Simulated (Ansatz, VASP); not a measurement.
## La: VASP beside Ansatz

```xyz
1
Lattice="3.2819 0.0000 0.0000 0.0000 3.2819 0.0000 0.0000 0.0000 3.2819" Properties=species:S:1:pos:R:3 pbc="T T T"
La    0.0000    0.0000    0.0000
```

Alike in both runs: task single point; functional PBE; k mesh 16 × 16 × 16; occupations fermi-dirac, width 0.1 eV; no spin polarisation.

|  | VASP | Ansatz |
| --- | --- | --- |
| version | VASP 6.6.1 | Ansatz 0.2.0 |
| potentials or method | VASP PAW PBE potentials, release 64 (La), cutoff 520 eV | plane waves (420 eV) with PAW, scalar-relativistic |
| valence electrons in the cell | 11 | 11 |

VASP gave:

```
pressure (GPa) : 1.1
```

Problem. Which values does Ansatz return?

Solution. Pressure (GPa): 1.0.

The functional is the same, so the differences come from potentials, cutoffs and numerics.

Spin-orbit coupling is off throughout.
